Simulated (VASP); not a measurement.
## Zn: single point with PBE

Crystal: Zn.

```xyz
2
Lattice="0.0000 2.9124 2.9124 2.9124 0.0000 2.9124 2.9124 2.9124 0.0000" Properties=species:S:1:pos:R:3 pbc="T T T"
Zn    0.7281    0.7281    0.7281
Zn    5.0967    5.0967    5.0967
```

```json
{
 "Program": "VASP 6.6.1",
 "Task": "single point",
 "Functional": "PBE",
 "Potentials or basis": "VASP PAW PBE potentials, release 64 (Zn)",
 "Cutoff": "520 eV",
 "k mesh": "11 × 11 × 11",
 "Occupations": "fermi-dirac, width 0.1 eV",
 "Spin": "no spin polarisation",
 "Dipole correction": "no",
 "Further INCAR settings": "ALGO = Normal; EDIFF = 1e-07; NBANDS = 19"
}
```

```json
{"Pressure": "0.1 GPa", "Band gap on the k mesh": "zero (band 12 reaches 5.46 eV, above the bottom of band 13 at -0.36 eV)"}
```

Levels at points of the mesh, in eV from the Fermi level:
| k point | band 8 | band 9 | band 10 | band 11 | band 12 | band 13 | band 14 | band 15 | band 16 | band 17 |
| --- | --- | --- | --- | --- | --- | --- | --- | --- | --- | --- |
| (0.00, 0.00, 0.00) | -6.95 | -6.95 | -6.75 | -6.75 | 5.17 | 5.17 | 5.17 | 6.65 | 6.65 | 6.65 |

Wall time 19 s on 1 thread of AMD EPYC 9R45 96-Core Processor (Zen 5), on a shared host, peak memory 0.16 GiB.
